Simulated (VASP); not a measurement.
# GaN (Cmc2_1) in VASP: single point with LDA

Aim: the single point of GaN with LDA.

Program: VASP 6.6.1. These are calculated values, not measurements. Logs are shortened: lines on timing, memory, paths and dates and some standing lists are left out, and cuts for length are marked.

## 1. The cell of the first run

The structure is orthorhombic, space group Cmc2_1 (No. 36). Conventional cell: a = 3.120 Å, b = 5.556 Å, c = 5.041 Å, α = 90.00°, β = 90.00°, γ = 90.00°. Ga (site symmetry m) has 4 N at 1.90 to 1.95 Å within 2.5 Å. N (site symmetry m) has 4 Ga at 1.90 to 1.95 Å within 2.5 Å.

## 2. Single point, LDA

File INCAR:

```
SYSTEM = GaN
PREC     = Accurate       ! precision mode
ENCUT    = 910            ! plane-wave cutoff, eV
EDIFF    = 1E-6           ! SCF threshold, eV
ISMEAR   = 0              ! smearing method
SIGMA    = 0.1            ! smearing width, eV
LREAL    = .False.        ! projectors in reciprocal space
LASPH    = .True.         ! aspherical terms in the spheres
NELM     = 120            ! most SCF steps
ALGO     = Normal         ! electronic algorithm
ISIF     = 2              ! what is computed and relaxed
LWAVE    = .False.        ! write WAVECAR
LCHARG   = .True.         ! write CHGCAR
LELF     = .True.         ! ELF
LVHAR    = .True.       
NBANDS   = 46             ! bands
GGA_COMPAT= .False.
```

File KPOINTS:

```
Automatic mesh
0
Gamma
  6 4 4
  0 0 0
```

File POSCAR:

```
GaN
1.0
    3.1203032401      0.0000000000      0.0000000000
    0.0000000000      5.0407577076      0.0000000000
    0.0000000000      0.0000000000      5.5556643152
Ga N
4 4
Direct
    0.0000000000      0.9992022987      0.3333333333
    0.5000000000      0.9992022987      0.8333333333
    0.5000000000      0.4992022987      0.1666666667
    0.0000000000      0.4992022987      0.6666666667
    0.0000000000      0.6227977013      0.3333333333
    0.5000000000      0.6227977013      0.8333333333
    0.5000000000      0.1227977013      0.1666666667
    0.0000000000      0.1227977013      0.6666666667
```

Potentials or basis: VASP PAW LDA potentials, release 64 (Ga_d, N_h).

Started as:

```sh
> cat potpaw_LDA.64/Ga_d/POTCAR potpaw_LDA.64/N_h/POTCAR > POTCAR
> mpirun -np 1 vasp_std > vasp.out
```

OUTCAR:

```text
SYSTEM = GaN
   PREC = Accurate
   ENCUT = 910
   EDIFF = 1E-6
   ISMEAR = 0
   LREAL = .False.
   LASPH = .True.
   NELM = 120
   ISIF = 2

 ion  position               nearest neighbor table
   1  0.000  0.999  0.333-   5 1.90   7 1.92   7 1.92   8 1.95
   2  0.500  0.999  0.833-   6 1.90   8 1.92   8 1.92   7 1.95
   3  0.500  0.499  0.167-   7 1.90   5 1.92   5 1.92   6 1.95
   4  0.000  0.499  0.667-   8 1.90   6 1.92   6 1.92   5 1.95
   5  0.000  0.623  0.333-   1 1.90   3 1.92   3 1.92   4 1.95
   6  0.500  0.623  0.833-   2 1.90   4 1.92   4 1.92   3 1.95
   7  0.500  0.123  0.167-   3 1.90   1 1.92   1 1.92   2 1.95
   8  0.000  0.123  0.667-   4 1.90   2 1.92   2 1.92   1 1.95

  LATTYP: Found a simple orthorhombic cell.
 ALAT       =     3.1203032401
 B/A-ratio  =     1.6154704590
 C/A-ratio  =     1.7804885896

  Lattice vectors:

 A1 = (   3.1203032401,   0.0000000000,   0.0000000000)
 A2 = (   0.0000000000,   5.0407577076,   0.0000000000)
 A3 = (   0.0000000000,   0.0000000000,   5.5556643152)

Analysis of symmetry for initial positions (statically):
=====================================================================
 Subroutine PRICEL returns following result:

  LATTYP: Found a base centered orthorhombic cell.
 ALAT       =     3.1203032401
 B/A-ratio  =     1.7804885896
 C/A-ratio  =     1.6154704590

  Lattice vectors:

 A1 = (   1.5601516201,   0.0000000000,   2.7778321576)
 A2 = (   1.5601516201,   0.0000000000,  -2.7778321576)
 A3 = (   0.0000000000,   5.0407577076,   0.0000000000)

   2 primitive cells build up your supercell.

 Routine SETGRP: Setting up the symmetry group for a
 simple orthorhombic supercell.

 Subroutine GETGRP returns: Found  4 space group operations
 (whereof  2 operations were pure point group operations)
 out of a pool of  8 trial point group operations.

The static configuration has the point symmetry C_1h.
 The point group associated with its full space group is C_2v.

Analysis of symmetry for dynamics (positions and initial velocities):
=====================================================================
 Subroutine PRICEL returns following result:

  LATTYP: Found a base centered orthorhombic cell.
 ALAT       =     3.1203032401
 B/A-ratio  =     1.7804885896
 C/A-ratio  =     1.6154704590

  Lattice vectors:

[... 115 lines left out ...]
   LASPH  =      T    aspherical Exc in radial PAW
   ENCUT  =  910.0 eV  66.88 Ry    8.18 a.u.   7.67 12.40 13.67*2*pi/ulx,y,z
   NELM   =    120;   NELMIN=  2; NELMDL= -5     # of ELM steps
   EDIFF  = 0.1E-05   stopping-criterion for ELM
   LREAL  =      F    real-space projection
   EDIFFG = 0.1E-04   stopping-criterion for IOM
   NSW    =      0    number of steps for IOM
   IBRION =     -1    ionic relax: 0-MD 1-quasi-New 2-CG
   NFREE  =      0    steps in history (QN), initial steepest desc. (CG)
   ISIF   =      2    stress and relaxation
   ISYM   =      2    0-nonsym 1-usesym 2-fastsym
   POTIM  = 0.5000    time-step for ionic-motion
   TEBEG  =    0.0;   TEEND  =   0.0 temperature during run
   PSTRESS=    0.0 pullay stress
   NELECT =      72.0000    total number of electrons
   NUPDOWN=      -1.0000    fix difference up-down
   EMIN   =  10.00;   EMAX   =-10.00  energy-range for DOS
   EFERMI =   0.00;   METHOD = LEGACY
   ISMEAR =     0;   SIGMA  =   0.10  broadening in eV -4-tet -1-fermi 0-gaus
   EFERMI_NEDOS =   21; number of points for ismear=-14 and -15
   IALGO  =     38    algorithm
   IMIX   =      4    mixing-type and parameters
     AMIX     =   0.40;   BMIX     =  1.00
     AMIX_MAG =   1.60;   BMIX_MAG =  1.00
  volume/ion in A,a.u.               =      10.92        73.71
  Fermi-wavevector in a.u.,A,eV,Ry     =   1.534768  2.900291 32.048705  2.355513
  Thomas-Fermi vector in A             =   2.641650
   LORBIT       =      0    0 simple, 1 ext, 2 COOP (PROOUT), +10 PAW based schemes
   GGA     = CA    functional components
   LHFCALC =     F    Hartree Fock is set to
   AEXX    =    0.0000 exact exchange contribution
   IVDW    =     0    specifies the selected vdW correction
   LEPSILON=     F    determine dielectric tensor
   LRPA    =     F    only Hartree local field effects (RPA)
 non-spin polarized calculation
 Gauss-broadening in eV      SIGMA  =   0.10
  energy-cutoff  :      910.00
  volume of cell :       87.38
 maximum number of plane-waves:      5480
 NGX is ok and might be reduce to    32
   NGX = 15   NGY = 25   NGZ = 27

 number of electron      72.0000012 magnetization

 Free energy of the ion-electron system (eV)
  ---------------------------------------------------
  ext. energy  EPLUGINS =         0.00000000
  ---------------------------------------------------
  free energy    TOTEN  =       -55.73495466 eV

  energy without entropy =      -55.73495466  energy(sigma->0) =      -55.73495466

 E-fermi :   6.3886     XC(G=0): -12.3757

 val. band max:        5.9383997498   @ k =   0.0000   0.0000   0.0000
 cond. band min:       8.1425891958   @ k =   0.0000   0.0000   0.0000
 fundamental gap:      2.2041894460
 Fermi energy:         6.3886409670

 k-point     1 :       0.0000    0.0000    0.0000
  band No.  band energies     occupation
      1     -10.3545      2.00000
      2      -9.3712      2.00000
      3      -9.3133      2.00000
      4      -9.1553      2.00000
      5      -7.7056      2.00000
      6      -7.6851      2.00000
[... 1165 lines left out ...]
     45      15.3680      0.00000
     46      15.3680      0.00000

 [... further k-points ...]
[... 5 lines left out ...]
  --------------------------------------------------------------------------------------
  -------------------------------------------------------------------------------------
  Total        2.6591809      5.5967139     -2.3131084      0.0000000      0.0000000      0.0000000
  in kB       48.7562000    102.6159970    -42.4109456      0.0000000      0.0000000      0.0000000
  external PRESSURE =      36.3204171 kB  Pullay stress =       0.0000000 kB

 VOLUME and BASIS-vectors are now :
 -----------------------------------------------------------------------------
  energy-cutoff  :      910.00
  volume of cell :       87.38
      direct lattice vectors                 reciprocal lattice vectors
     3.120303240  0.000000000  0.000000000     0.320481672  0.000000000  0.000000000
     0.000000000  5.040757708  0.000000000     0.000000000  0.198382874  0.000000000
     0.000000000  0.000000000  5.555664315     0.000000000  0.000000000  0.179996476

 POSITION                                       TOTAL-FORCE (eV/Angst)
 -----------------------------------------------------------------------------------
      0.00000      5.03674      1.85189         0.000000      0.290087      0.230387
      1.56015      5.03674      4.62972         0.000000      0.290087      0.230387
      1.56015      2.51636      0.92594         0.000000      0.290087     -0.230387
      0.00000      2.51636      3.70378         0.000000      0.290087     -0.230387
      0.00000      3.13937      1.85189        -0.000000     -0.290087      0.268568
      1.56015      3.13937      4.62972        -0.000000     -0.290087      0.268568
      1.56015      0.61899      0.92594        -0.000000     -0.290087     -0.268568
      0.00000      0.61899      3.70378        -0.000000     -0.290087     -0.268568
 -----------------------------------------------------------------------------------
    total drift:                                0.000000      0.000115      0.000000

  FREE ENERGIE OF THE ION-ELECTRON SYSTEM (eV)
  ---------------------------------------------------
  free  energy   TOTEN  =       -55.7349546622 eV

  energy  without entropy=      -55.7349546622  energy(sigma->0) =      -55.73495466
```

OSZICAR:

```text
N       E                     dE             d eps       ncg     rms          rms(c)
DAV:   1     0.101658413983E+04    0.10166E+04   -0.45362E+04  3780   0.414E+03
DAV:   2     0.180447595130E+03   -0.83614E+03   -0.79265E+03  3312   0.967E+02
DAV:   3    -0.355756939658E+02   -0.21602E+03   -0.20794E+03  4040   0.287E+02
DAV:   4    -0.623753099381E+02   -0.26800E+02   -0.26332E+02  3934   0.920E+01
DAV:   5    -0.640653790576E+02   -0.16901E+01   -0.16823E+01  4798   0.219E+01    0.153E+01
DAV:   6    -0.556536372301E+02    0.84117E+01   -0.23597E+01  6168   0.571E+01    0.380E+00
DAV:   7    -0.558475316860E+02   -0.19389E+00   -0.42271E+00  3784   0.103E+01    0.278E+00
DAV:   8    -0.557745995220E+02    0.72932E-01   -0.52792E-01  5124   0.776E+00    0.118E+00
DAV:   9    -0.557337415483E+02    0.40858E-01   -0.22735E-01  5334   0.619E+00    0.127E-01
DAV:  10    -0.557353239528E+02   -0.15824E-02   -0.19351E-02  4026   0.844E-01    0.134E-01
DAV:  11    -0.557349156635E+02    0.40829E-03   -0.21532E-03  5946   0.379E-01    0.177E-02
DAV:  12    -0.557349983501E+02   -0.82687E-04   -0.67839E-04  4888   0.179E-01    0.490E-02
DAV:  13    -0.557349645885E+02    0.33762E-04   -0.12572E-04  4264   0.947E-02    0.229E-02
DAV:  14    -0.557349560252E+02    0.85633E-05   -0.40518E-05  4698   0.434E-02    0.710E-03
DAV:  15    -0.557349548273E+02    0.11979E-05   -0.40717E-06  3418   0.328E-02    0.348E-03
DAV:  16    -0.557349546622E+02    0.16515E-06   -0.35039E-06  3372   0.156E-02
   1 F= -.55734955E+02 E0= -.55734955E+02  d E =-.935753E-12
```

stdout:

```text
POSCAR found type information on POSCAR GaN
 POSCAR found :  2 types and       8 ions
 scaLAPACK will be used
 LDA part: xc-table for (Slater(with rela. corr.)+CA(PZ))
 , standard interpolation
 POSCAR, INCAR and KPOINTS ok, starting setup
 FFT: planning ... GRIDC
 FFT: planning ... GRID_SOFT
 FFT: planning ... GRID
 WAVECAR not read
 entering main loop
```

Wall time 7 min (1 thread of AMD EPYC 7R43 (Zen 3), shared host); peak memory 0.35 GiB.

Results:

| Quantity | Value |
| --- | --- |
| Free energy | -55.7350 eV |
| Pressure | 3.6 GPa |
| Largest force | 0.395 eV/Å |
| Band gap on the k mesh | 2.20 eV |

Forces on the atoms (eV/Å):
```
Ga   0.000  0.290  0.230
Ga   0.000  0.290  0.230
Ga   0.000  0.290 -0.230
Ga   0.000  0.290 -0.230
N    0.000 -0.290  0.269
N    0.000 -0.290  0.269
N    0.000 -0.290 -0.269
N    0.000 -0.290 -0.269
```

Stress tensor (GPa, compression positive):
```
 4.88  0.00  0.00
 0.00 10.26  0.00
 0.00  0.00 -4.24
```

Caveat: the cutoff is under 1.25 times the usual one of these potentials, so pressure, stress and relaxed cells hold a basis-set (Pulay) error; the cell stands under pressure.
